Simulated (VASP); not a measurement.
## PbSe: single point with PBE+D3(BJ)

PbSe:

```xyz
2
Lattice="0.0000 3.1827 2.9850 3.1827 0.0000 2.9850 3.1827 3.1827 0.0000" Properties=species:S:1:pos:R:3 pbc="T T T"
Pb    0.0000    0.0000    0.0000
Se    3.1827    3.1827    2.9850
```

- Program: VASP 6.6.1
- Task: single point
- Functional: PBE
- Dispersion: D3(BJ)
- Potentials or basis: VASP PAW PBE potentials, release 64 (Pb_d, Se)
- Cutoff: 520 eV
- k mesh: 10 × 10 × 10
- Occupations: gaussian, width 0.03 eV
- Spin: no spin polarisation

```
Pressure                   : -1.6 GPa
Band gap on the k mesh     : 0.34 eV
Dispersion energy per atom : -0.349 eV
```

Stress tensor (GPa, compression positive):
```
-4.00  0.00  0.00
 0.00 -4.00  0.00
 0.00  0.00  3.31
```

Levels at points of the mesh, in eV from the valence-band top:
```
           k point  band 8  band 9  band 10  band 11  band 12  band 13
(0.00, 0.00, 0.00)   -2.10   -1.52    -1.52     4.08     4.08     5.55
(0.50, 0.00, 0.00)   -1.39   -1.30     0.00     0.34     1.58     1.96
(0.50, 0.50, 0.00)   -4.71   -3.06    -3.06     3.70     5.16     5.16
(0.50, 0.00, 0.50)   -4.58   -3.26    -2.60     3.96     4.76     5.51
```

Run time: 49 s on 1 thread of AMD EPYC 9R45 96-Core Processor (Zen 5), on a shared host, peak memory 0.24 GiB.

Caveat: spin-orbit coupling is left out, which moves the levels of the heavy elements. A k mesh can miss the band edges.
